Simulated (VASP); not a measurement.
# CdS (P6_3mc) in VASP: single point with PBE

Aim: the single point of CdS with PBE.

All numbers are computed with VASP 6.6.1; they aren't measurements. Logs are shortened: lines on timing, memory, paths and dates and some standing lists are left out, and cuts for length are marked.

## (1) The cell of the first run

It takes space group P6_3mc (No. 186, hexagonal). Conventional cell: a = 4.136 Å, b = 4.136 Å, c = 6.713 Å, α = 90.00°, β = 90.00°, γ = 120.00°. Cd (site symmetry 3m) has 4 S at 2.53 Å within 3.3 Å. Within 3.3 Å of S (site symmetry 3m) lie 4 Cd at 2.53 Å.

## (2) Single point, PBE

Contents of INCAR:

```
  PREC = Accurate
  ENCUT = 520
  EDIFF = 1E-6
  ISMEAR = 0
  SIGMA = 0.05
  LREAL = False
  LASPH = True
  NELM = 100
  ALGO = Normal
  ISIF = 2
  LWAVE = False
  LCHARG = True
  GGA = PE
  LELF = True
  LVHAR = True
  NBANDS = 26
```

Contents of KPOINTS:

```
Automatic mesh
0
Gamma
  8 8 5
```

Contents of POSCAR:

```
CdS
1.0
    4.1360000000      0.0000000000      0.0000000000
   -2.0680000000      3.5818810700      0.0000000000
    0.0000000000      0.0000000000      6.7130000000
Cd S
2 2
Direct
    0.3333333333      0.6666666667     -0.0000340796
    0.6666666667      0.3333333333      0.4999659204
    0.3333333333      0.6666666667      0.3770340796
    0.6666666667      0.3333333333      0.8770340796
```

Potentials or basis: VASP PAW PBE potentials, release 64 (Cd, S).

Run with:

```sh
$ cat potpaw_PBE.64/Cd/POTCAR potpaw_PBE.64/S/POTCAR > POTCAR
$ mpirun -np 1 vasp_std > vasp.out
```

OUTCAR:

```text
PREC = Accurate
   ENCUT = 520
   EDIFF = 1E-6
   ISMEAR = 0
   LREAL = False
   LASPH = True
   NELM = 100
   ISIF = 2
   GGA = PE

 ion  position               nearest neighbor table
   1  0.333  0.667  1.000-   4 2.53   4 2.53   4 2.53   3 2.53
   2  0.667  0.333  0.500-   3 2.53   3 2.53   3 2.53   4 2.53
   3  0.333  0.667  0.377-   2 2.53   2 2.53   2 2.53   1 2.53
   4  0.667  0.333  0.877-   1 2.53   1 2.53   1 2.53   2 2.53

  LATTYP: Found a hexagonal cell.
 ALAT       =     4.1360000000
 C/A-ratio  =     1.6230657640

  Lattice vectors:

 A1 = (   4.1360000000,   0.0000000000,   0.0000000000)
 A2 = (  -2.0680000000,   3.5818810700,   0.0000000000)
 A3 = (   0.0000000000,   0.0000000000,   6.7130000000)

Analysis of symmetry for initial positions (statically):
=====================================================================
 Subroutine PRICEL returns:
 Original cell was already a primitive cell.

 Routine SETGRP: Setting up the symmetry group for a
 hexagonal supercell.

 Subroutine GETGRP returns: Found 12 space group operations
 (whereof  6 operations were pure point group operations)
 out of a pool of 24 trial point group operations.

The static configuration has the point symmetry C_3v.
 The point group associated with its full space group is C_6v.

Analysis of symmetry for dynamics (positions and initial velocities):
=====================================================================
 Subroutine PRICEL returns:
 Original cell was already a primitive cell.

 Routine SETGRP: Setting up the symmetry group for a
 hexagonal supercell.

 Subroutine GETGRP returns: Found 12 space group operations
 (whereof  6 operations were pure point group operations)
 out of a pool of 24 trial point group operations.

The dynamic configuration has the point symmetry C_3v.
 The point group associated with its full space group is C_6v.

 Subroutine INISYM returns: Found 12 space group operations
 (whereof  6 operations are pure point group operations),
 and found     1 'primitive' translations

----------------------------------------------------------------------------------------

                                     Primitive cell

  volume of cell :      99.4508

  direct lattice vectors                    reciprocal lattice vectors
     4.136000000  0.000000000  0.000000000     0.241779497  0.139591458  0.000000000
    -2.068000000  3.581881070  0.000000000     0.000000000  0.279182915  0.000000000
     0.000000000  0.000000000  6.713000000     0.000000000  0.000000000  0.148964695

  length of vectors
     4.136000000  4.136000000  6.713000000     0.279182915  0.279182915  0.148964695

  position of ions in fractional coordinates (direct lattice)
     0.333333333  0.666666667  0.999965920
     0.666666667  0.333333333  0.499965920
     0.333333333  0.666666667  0.377034080
     0.666666667  0.333333333  0.877034080

  ion indices of the primitive-cell ions
   primitive index   ion index
                 1           1
                 2           2
                 3           3
                 4           4

----------------------------------------------------------------------------------------

 KPOINTS: Automatic mesh

Automatic generation of k-mesh.
 Grid dimensions read from file:
 generate k-points for:    8    8    5

 Generating k-lattice:

  Cartesian coordinates                     Fractional coordinates (reciprocal lattice)
     0.030222437  0.017448932  0.000000000     0.125000000 -0.000000000  0.000000000
     0.000000000  0.034897864  0.000000000     0.000000000  0.125000000  0.000000000
     0.000000000  0.000000000  0.029792939     0.000000000  0.000000000  0.200000000

  Length of vectors
     0.034897864  0.034897864  0.029792939

  Shift w.r.t. Gamma in fractional coordinates (k-lattice)
     0.000000000  0.000000000  0.000000000

 Subroutine IBZKPT returns following result:
 ===========================================

 Found     30 irreducible k-points:

 Following reciprocal coordinates:
            Coordinates               Weight
  0.000000  0.000000  0.000000      1.000000
  0.125000 -0.000000  0.000000      6.000000
  0.250000 -0.000000  0.000000      6.000000
  0.375000  0.000000  0.000000      6.000000
  0.500000 -0.000000  0.000000      3.000000
  0.125000  0.125000  0.000000      6.000000
[... 16 lines left out ...]
  0.250000 -0.000000  0.400000     12.000000
  0.375000  0.000000  0.400000     12.000000
 [... further k-points ...]
   k-points           NKPTS =     30   k-points in BZ     NKDIM =     30   number of bands    NBANDS=     26
   number of dos      NEDOS =    301   number of ions     NIONS =      4
   total plane-waves  NPLWV =  51200
   dimension x,y,z NGX =    32 NGY =   32 NGZ =   50
   dimension x,y,z NGXF=    64 NGYF=   64 NGZF=  100
   ions per type =               2   2
   NGX,Y,Z   is equivalent  to a cutoff of  12.86, 12.86, 12.38 a.u.
   NGXF,Y,Z  is equivalent  to a cutoff of  25.72, 25.72, 24.76 a.u.
 SYSTEM =  unknown system
   PREC   = accura    normal or accurate (medium, high low for compatibility)
   ISTART =      0    job   : 0-new  1-cont  2-samecut
   ICHARG =      2    charge: 1-file 2-atom 10-const
   ISPIN  =      1    spin polarized calculation?
   LNONCOLLINEAR =      F non collinear calculations
   LSORBIT =      F    spin-orbit coupling
   LASPH  =      T    aspherical Exc in radial PAW
   ENCUT  =  520.0 eV  38.22 Ry    6.18 a.u.   7.69  7.69 12.48*2*pi/ulx,y,z
   NELM   =    100;   NELMIN=  2; NELMDL= -5     # of ELM steps
   EDIFF  = 0.1E-05   stopping-criterion for ELM
   LREAL  =      F    real-space projection
   EDIFFG = 0.1E-04   stopping-criterion for IOM
   NSW    =      0    number of steps for IOM
   IBRION =     -1    ionic relax: 0-MD 1-quasi-New 2-CG
   NFREE  =      0    steps in history (QN), initial steepest desc. (CG)
   ISIF   =      2    stress and relaxation
   ISYM   =      2    0-nonsym 1-usesym 2-fastsym
   POTIM  = 0.5000    time-step for ionic-motion
   TEBEG  =    0.0;   TEEND  =   0.0 temperature during run
   PSTRESS=    0.0 pullay stress
   NELECT =      36.0000    total number of electrons
   NUPDOWN=      -1.0000    fix difference up-down
   EMIN   =  10.00;   EMAX   =-10.00  energy-range for DOS
   EFERMI =   0.00;   METHOD = LEGACY
   ISMEAR =     0;   SIGMA  =   0.05  broadening in eV -4-tet -1-fermi 0-gaus
   EFERMI_NEDOS =   21; number of points for ismear=-14 and -15
   IALGO  =     38    algorithm
   IMIX   =      4    mixing-type and parameters
     AMIX     =   0.40;   BMIX     =  1.00
     AMIX_MAG =   1.60;   BMIX_MAG =  1.00
  volume/ion in A,a.u.               =      24.86       167.78
  Fermi-wavevector in a.u.,A,eV,Ry     =   1.166737  2.204813 18.521267  1.361275
  Thomas-Fermi vector in A             =   2.303246
   LORBIT       =      0    0 simple, 1 ext, 2 COOP (PROOUT), +10 PAW based schemes
   GGA     = PE    functional components
   LHFCALC =     F    Hartree Fock is set to
   AEXX    =    0.0000 exact exchange contribution
   IVDW    =     0    specifies the selected vdW correction
   LEPSILON=     F    determine dielectric tensor
   LRPA    =     F    only Hartree local field effects (RPA)
 non-spin polarized calculation
 Gauss-broadening in eV      SIGMA  =   0.05
  energy-cutoff  :      520.00
  volume of cell :       99.45
 maximum number of plane-waves:      2719
 NGX is ok and might be reduce to    32
   NGX = 15   NGY = 15   NGZ = 25

 number of electron      35.9999995 magnetization

 Free energy of the ion-electron system (eV)
  ---------------------------------------------------
  ext. energy  EPLUGINS =         0.00000000
  ---------------------------------------------------
  free energy    TOTEN  =       -12.25086120 eV

  energy without entropy =      -12.25086120  energy(sigma->0) =      -12.25086120

 E-fermi :   1.5240     XC(G=0):  -9.1333

 val. band max:        1.2903367288   @ k =   0.0000   0.0000   0.0000
 cond. band min:       2.5181059164   @ k =   0.0000   0.0000   0.0000
 fundamental gap:      1.2277691876
 Fermi energy:         1.5240207127

 k-point     1 :       0.0000    0.0000    0.0000
  band No.  band energies     occupation
      1     -11.0665      2.00000
      2     -10.6349      2.00000
      3      -6.4045      2.00000
      4      -6.3993      2.00000
      5      -6.3993      2.00000
      6      -6.3150      2.00000
[... 18 lines left out ...]
     25       8.8758      0.00000
     26       9.0288      0.00000

 k-point     2 :       0.1250   -0.0000    0.0000
  band No.  band energies     occupation
      1     -11.0116      2.00000
      2     -10.6109      2.00000
      3      -6.3883      2.00000
      4      -6.3766      2.00000
      5      -6.3565      2.00000
      6      -6.2887      2.00000
[... 18 lines left out ...]
     25       8.8822      0.00000
     26       9.2132      0.00000

 k-point     3 :       0.2500   -0.0000    0.0000
  band No.  band energies     occupation
      1     -10.8731      2.00000
      2     -10.5577      2.00000
      3      -6.3439      2.00000
      4      -6.3290      2.00000
      5      -6.2469      2.00000
      6      -6.2056      2.00000
[... 18 lines left out ...]
     25       9.3067      0.00000
     26       9.8077      0.00000

 k-point     4 :       0.3750    0.0000    0.0000
  band No.  band energies     occupation
      1     -10.7206      2.00000
      2     -10.5178      2.00000
      3      -6.3131      2.00000
      4      -6.2952      2.00000
      5      -6.1523      2.00000
      6      -6.1294      2.00000
[... 18 lines left out ...]
     25       9.7142      0.00000
     26      10.5506      0.00000
[... 496 lines left out ...]
      1     -10.8687      2.00000
      2     -10.7440      2.00000
      3      -6.3520      2.00000
      4      -6.3496      2.00000
      5      -6.3264      2.00000
      6      -6.3208      2.00000
[... 18 lines left out ...]
     25       8.5359      0.00000
     26       8.6041      0.00000

 k-point    23 :       0.2500   -0.0000    0.4000
  band No.  band energies     occupation
      1     -10.7572      2.00000
      2     -10.6590      2.00000
      3      -6.3089      2.00000
      4      -6.2884      2.00000
      5      -6.2751      2.00000
      6      -6.2502      2.00000
[... 18 lines left out ...]
     25       8.8417      0.00000
     26       9.3470      0.00000

 k-point    24 :       0.3750    0.0000    0.4000
  band No.  band energies     occupation
      1     -10.6416      2.00000
      2     -10.5785      2.00000
      3      -6.2946      2.00000
      4      -6.2457      2.00000
      5      -6.2360      2.00000
      6      -6.1839      2.00000
[... 18 lines left out ...]
     25       9.1955      0.00000
     26      10.0257      0.00000

 [... further k-points ...]

------------------------ aborting loop because EDIFF is reached ----------------------------------------

  FORCE on cell =-STRESS in cart. coord.  units (eV):
  Direction    XX          YY          ZZ          XY          YZ          ZX
  --------------------------------------------------------------------------------------
  -------------------------------------------------------------------------------------
  Total        1.8830810      1.8830810      1.9748345      0.0000000      0.0000000      0.0000000
  in kB       30.3369034     30.3369034     31.8150750      0.0000000      0.0000000      0.0000000
  external PRESSURE =      30.8296273 kB  Pullay stress =       0.0000000 kB

 VOLUME and BASIS-vectors are now :
 -----------------------------------------------------------------------------
  energy-cutoff  :      520.00
  volume of cell :       99.45
      direct lattice vectors                 reciprocal lattice vectors
     4.136000000  0.000000000  0.000000000     0.241779497  0.139591458  0.000000000
    -2.068000000  3.581881070  0.000000000     0.000000000  0.279182915  0.000000000
     0.000000000  0.000000000  6.713000000     0.000000000  0.000000000  0.148964695

 POSITION                                       TOTAL-FORCE (eV/Angst)
 -----------------------------------------------------------------------------------
     -0.00000      2.38792      6.71277         0.000000      0.000000     -0.000813
      2.06800      1.19396      3.35627        -0.000000      0.000000     -0.000813
     -0.00000      2.38792      2.53103         0.000000     -0.000000      0.000813
      2.06800      1.19396      5.88753        -0.000000      0.000000      0.000813
 -----------------------------------------------------------------------------------
    total drift:                               -0.000000     -0.000000     -0.000172

  FREE ENERGIE OF THE ION-ELECTRON SYSTEM (eV)
  ---------------------------------------------------
  free  energy   TOTEN  =       -12.2508612014 eV

  energy  without entropy=      -12.2508612014  energy(sigma->0) =      -12.25086120
```

Run time: 46 s. Hardware: 1 thread of Intel Xeon Platinum 8375C at 2.90GHz (Ice Lake), shared host; peak memory 0.24 GiB.

What came out:

| Quantity | Value |
| --- | --- |
| Free energy | -12.2509 eV |
| Pressure | 3.1 GPa |
| Band gap on the k mesh | 1.23 eV, direct |

PBE gaps usually lie below the measured ones, often by a third to a half.
